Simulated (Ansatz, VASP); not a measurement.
# One calculation of PbO2, two programs

```
Pb O
1.0
     5.34300    0.00000    0.00000
     0.00000    3.29500    0.00000
     0.00000    0.00000    6.29000
Pb O
4 8
Cartesian
  1.3682 0.8237 5.6049
  3.9748 2.4712 0.6851
  4.0397 0.8237 3.8301
  1.3033 2.4712 2.4599
  1.9004 0.8237 3.6194
  3.4426 2.4712 2.6706
  4.5719 0.8237 5.8156
  0.7711 2.4712 0.4744
  0.1214 2.4712 4.2475
  5.2216 0.8237 2.0425
  2.7929 2.4712 5.1875
  2.5501 0.8237 1.1025
```

Alike in both runs: functional PBE; k mesh 6 × 10 × 5; occupations fermi-dirac, width 0.05 eV; no spin polarisation.

Ansatz relaxed the structure, and its values are those at the end. VASP's run is a single point on that final structure, the one shown.

|  | VASP | Ansatz |
| --- | --- | --- |
| version | VASP 6.6.1 | Ansatz 0.2.0 |
| potentials or method | VASP PAW PBE potentials, release 64 (Pb_d, O) | plane-wave PAW, scalar-relativistic |
| plane-wave cutoff (eV) | 520 | 420 |
| valence electrons in the cell | 104 | 104 |

Ansatz gave:

* rms of the force components (eV/Å): 0.011

Q: What did VASP give for the same quantities?

A: rms of the force components (eV/Å): 0.007.

Ansatz's warnings: stress scf threshold loose.

Spin-orbit coupling is off throughout.
